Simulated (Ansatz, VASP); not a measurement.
## One calculation of K, two programs

INCAR

```
SYSTEM = K
PREC     = Accurate       ! precision mode
ENCUT    = 520            ! plane-wave cutoff, eV
EDIFF    = 1E-7           ! SCF threshold, eV
ISMEAR   = 0              ! smearing method
SIGMA    = 0.15           ! smearing width, eV
LREAL    = .False.        ! projectors in reciprocal space
LASPH    = .True.         ! aspherical terms in the spheres
NELM     = 100            ! most SCF steps
ALGO     = Fast           ! electronic algorithm
ISIF     = 2              ! what is computed and relaxed
LWAVE    = .False.        ! write WAVECAR
LCHARG   = .False.        ! write CHGCAR
GGA      = PE             ! functional
NBANDS   = 10             ! bands
```

File KPOINTS:

```
regular mesh
0
Gamma
  12 12 12
  0 0 0
```

Contents of POSCAR:

```
K
1.0
    3.9494846969      0.0000000000      0.0000000000
    0.0000000000      3.9494846969      0.0000000000
    0.0000000000      0.0000000000      5.1343301060
K
1
Direct
    0.0000000000      0.0000000000      0.0000000000
```

Input for Ansatz:

```yaml
crystal:
  lattice:
    - [3.9494846969, 0.0, 0.0]
    - [0.0, 3.9494846969, 0.0]
    - [0.0, 0.0, 5.134330106]
  atoms:
    - { symbol: K, position: [0.0, 0.0, 0.0] }
basis:
  ecutwfc: 420
kpoints:
  mp_grid: { grid: [12, 12, 12] }
hamiltonian:
  xc: pbe
scf:
  occupations: { method: gaussian, width: 0.15 }
output:
  forces: true
  stress: true
  eigenvalues: true
```

Alike in both runs: task single point; functional PBE; k mesh 12 × 12 × 12; occupations gaussian, width 0.15 eV; no spin polarisation.

|  | VASP | Ansatz |
| --- | --- | --- |
| version | VASP 6.6.1 | Ansatz 0.2.0 |
| potentials or method | VASP PAW PBE potentials, release 64 (K_sv), cutoff 520 eV | scalar-relativistic, plane waves, PAW |
| valence electrons in the cell | 9 | 9 |

```csv
,VASP,Ansatz,Ansatz less VASP
gap on the k mesh at the Fermi level (eV),none,none,-
pressure (GPa),0.3,0.3,+0.01
"traceless stress, the component that is largest in VASP (GPa)",-1.28,-1.28,+0.001
```

A gap of «none» marks a metal or a gap that the smearing closes. The functional is the same, so the differences come from potentials, cutoffs and numerics.
